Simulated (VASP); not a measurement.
Here is a VASP 6.6.1 calculation.

INCAR

```
SYSTEM = MgCdO
PREC = Accurate
ENCUT = 750
EDIFF = 1E-6
ISMEAR = 0
SIGMA = 0.1
LREAL = .False.
LASPH = .True.
NELM = 120
ALGO = Normal
ISIF = 2
LWAVE = .False.
LCHARG = .True.
GGA = PE
LELF = .True.
LVHAR = .True.
NBANDS = 45
GGA_COMPAT = .False.
```

The input KPOINTS:

```
Automatic mesh
0
Gamma
  6 6 4
  0 0 0
```

Contents of POSCAR:

```
MgCdO
1.0
    3.6122716100      0.0000000000      0.0000000000
    0.0000000000      3.6122716100      0.0000000000
    0.0000000000      0.0000000000      6.2113693400
Mg Cd O
2 2 2
Direct
    0.0000000000      0.5000000000      0.6277660100
    0.5000000000      0.0000000000      0.3722339900
    0.0000000000      0.5000000000      0.1668660000
    0.5000000000      0.0000000000      0.8331340000
    0.0000000000      0.0000000000      0.0000000000
    0.5000000000      0.5000000000      0.0000000000
```

Potentials or basis: VASP PAW PBE potentials, release 64 (Mg_sv, Cd_sv_GW, O).

Command:

```bash
$ cat potpaw_PBE.64/Mg_sv/POTCAR potpaw_PBE.64/Cd_sv_GW/POTCAR potpaw_PBE.64/O/POTCAR > POTCAR
$ mpirun -np 1 vasp_std > vasp.out
```

What does it give for the band gap on the k mesh?

Zero (bands 36 and 37 overlap by 0.83 eV).

What does it give for the pressure?

32.5 GPa.

What does it give for the largest force?

3.247 eV/Å.

Stress tensor (GPa, compression positive):
```
39.63  0.00  0.00
 0.00 39.63  0.00
 0.00  0.00 18.26
```

Caveat: the cell stands under pressure; forces of over 1 eV/Å act on the atoms, so gaps and moduli don't describe the material at rest.
